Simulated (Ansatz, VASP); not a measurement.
**NbWCN: VASP beside Ansatz**

INCAR

```
PREC = Accurate
ENCUT = 600
EDIFF = 1E-7
ISMEAR = 0
SIGMA = 0.1
LREAL = False
LASPH = True
NELM = 60
ALGO = Normal
ISIF = 3
LWAVE = False
LCHARG = False
GGA = PE
IBRION = 2
NSW = 100
EDIFFG = -0.01
```

KPOINTS

```
Automatic mesh
0
Gamma
  12 12 12
```

POSCAR

```
NbWCN
1.0
    3.9576994803      0.0000000000      0.0000000000
    0.0000000000      3.9576994803      0.0000000000
    0.0000000000      0.0000000000      3.9730398896
Nb W C N
1 1 1 1
Direct
    0.5000000000      0.5000000000      0.5000000000
    0.0000000000      0.0000000000      0.5000000000
    0.5000000000      0.5000000000      0.0000000000
    0.0000000000      0.0000000000      0.0000000000
```

Input for Ansatz:

```yaml
crystal:
  lattice:
    - [3.9576994803, 0.0, 0.0]
    - [0.0, 3.9576994803, 0.0]
    - [0.0, 0.0, 3.9730398896]
  atoms:
    - { symbol: Nb, position: [0.5, 0.5, 0.5] }
    - { symbol: W, position: [0.0, 0.0, 0.5] }
    - { symbol: C, position: [0.5, 0.5, 0.0] }
    - { symbol: "N", position: [0.0, 0.0, 0.0] }
basis:
  ecutwfc: 420
kpoints:
  mp_grid: { grid: [12, 12, 12] }
hamiltonian:
  xc: pbe
scf:
  occupations: { method: gaussian, width: 0.1 }
output:
  forces: true
  stress: true
  eigenvalues: true
  write_density: true
  write_potential: true
  elf: true
  volumetric_format: npy
relax:
  adjacent_minimum: "off"
  f_tol: 0.01
  max_steps: 80
  cell: { stress_tol: 0.05 }
```

Change from the starting cell: species swapped into the SnTePbSe type (P4/mmm, No. 123).

Alike in both runs: task relaxation of cell and atoms; functional PBE; k mesh 12 × 12 × 12; occupations gaussian, width 0.1 eV; no spin polarisation.

|  | VASP | Ansatz |
| --- | --- | --- |
| version | VASP 6.6.1 | Ansatz 0.2.0 |
| potentials or method | VASP PAW PBE potentials, release 64 (Nb_sv, W_sv, C, N), cutoff 600 eV | scalar-relativistic, plane waves, PAW |
| valence electrons in the cell | 36 | 36 |

```tsv
	VASP	Ansatz	Ansatz less VASP
gap on the k mesh at the Fermi level, each at its own relaxed structure (eV)	none	none	-
relaxed volume (Å³/atom)	15.70	15.74	+0.038
relaxed cell length with the largest relative difference (Å)	3.982	3.989	+0.0077
```

A gap of «none» marks a metal or a gap that the smearing closes.

Neither program's run includes spin-orbit coupling.
